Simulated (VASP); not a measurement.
Write the native input for VASP 6.6.1 that does the following.

```yaml
Task: single point
Functional: PBEsol
Potentials_or_basis: VASP PAW PBE potentials, release 64 (Ca_sv, Se)
Cutoff: 520 eV
k_mesh: 7 × 7 × 7
Occupations: fermi-dirac, width 0.03 eV
Spin: no spin polarisation
Dipole_correction: no
Further_INCAR_settings: ALGO = Normal; EDIFF = 1e-06; NBANDS = 15
```

The structure of CaSe lies in POSCAR:

```
CaSe
1.0
    0.0000000000      2.9702381052      2.9702381052
    2.9702381052      0.0000000000      2.9702381052
    2.9702381052      2.9702381052      0.0000000000
Ca Se
1 1
Direct
    0.0250000000      0.0250000000     -0.0250000000
    0.4750000000      0.4750000000      0.5250000000
```

This cell differs from its parent crystal: shortest bond scaled by 1.1.

The input as run:

INCAR

```
SYSTEM = CaSe
ALGO = Normal ; EDIFF = 1E-6
ENCUT = 520 ; GGA = PS
ISIF = 2 ; ISMEAR = -1
LASPH = .True. ; LCHARG = .True.
LELF = .True. ; LREAL = .False.
LVHAR = .True. ; LWAVE = .False.
NBANDS = 15 ; NELM = 100
PREC = Accurate ; SIGMA = 0.03
```

KPOINTS

```
k-points
0
Gamma
  7 7 7
  0 0 0
```

Potentials or basis: VASP PAW PBE potentials, release 64 (Ca_sv, Se).

Launch:

```sh
$ cat potpaw_PBE.64/Ca_sv/POTCAR potpaw_PBE.64/Se/POTCAR > POTCAR
$ mpirun -np 1 vasp_std > vasp.out
```

It gave:

* Pressure: 0.0 GPa
* Largest force: 1.098 eV/Å
* Band gap on the k mesh: 2.19 eV, indirect (least direct gap 2.96 eV)

Caveat: the cell differs from its parent crystal (shortest bond scaled by 1.1); the PAW data sets were made with another functional, which shifts forces and pressure a little.

Run time: 10 s on 1 thread of Intel(R) Xeon(R) 6975P-C (Granite Rapids) (shared host), peak memory 0.18 GiB.
